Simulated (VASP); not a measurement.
Ti2NbC3, 6 atoms in the cell. It takes space group P6/mmm (No. 191, hexagonal). The conventional cell has a = 5.223 Å, b = 5.223 Å, c = 2.931 Å, α = 90.00°, β = 90.00°, γ = 120.00°. Ti (site symmetry -6m2) has 6 C at 2.10 Å within 2.8 Å. Within 3.9 Å of Nb (site symmetry 6/mmm) lie 2 Nb at 2.93 Å and 12 C at 2.99 Å and 6 Ti at 3.02 Å. C (site symmetry mmm) has 4 Ti at 2.10 Å and 4 C at 2.61 Å within 2.8 Å. 

```yaml
Program: VASP 6.6.1
Task: single point
Functional: PBE
Potentials_or_basis: VASP PAW PBE potentials, release 64 (Ti_sv, Nb_sv, C)
Cutoff: 520 eV
k_mesh: 12 × 12 × 12
Occupations: gaussian, width 0.1 eV
Spin: no spin polarisation
Dipole_correction: no
Further_INCAR_settings: ALGO = Normal; EDIFF = 1e-07; NBANDS = 34
```

Potentials or basis: VASP PAW PBE potentials, release 64 (Ti_sv, Nb_sv, C).

Command:

```bash
$ cat potpaw_PBE.64/Ti_sv/POTCAR potpaw_PBE.64/Nb_sv/POTCAR potpaw_PBE.64/C/POTCAR > POTCAR
$ mpirun -np 1 vasp_std > vasp.out
```

Hardware: 1 thread of Intel(R) Xeon(R) 6975P-C (Granite Rapids) (shared host).

Question: Estimate the wall time of this run.

Answer: Run time: 3.3 min on 1 thread of Intel(R) Xeon(R) 6975P-C (Granite Rapids), on a shared host, peak memory 0.4 GiB. Counts: scf iterations 18, k points 133.
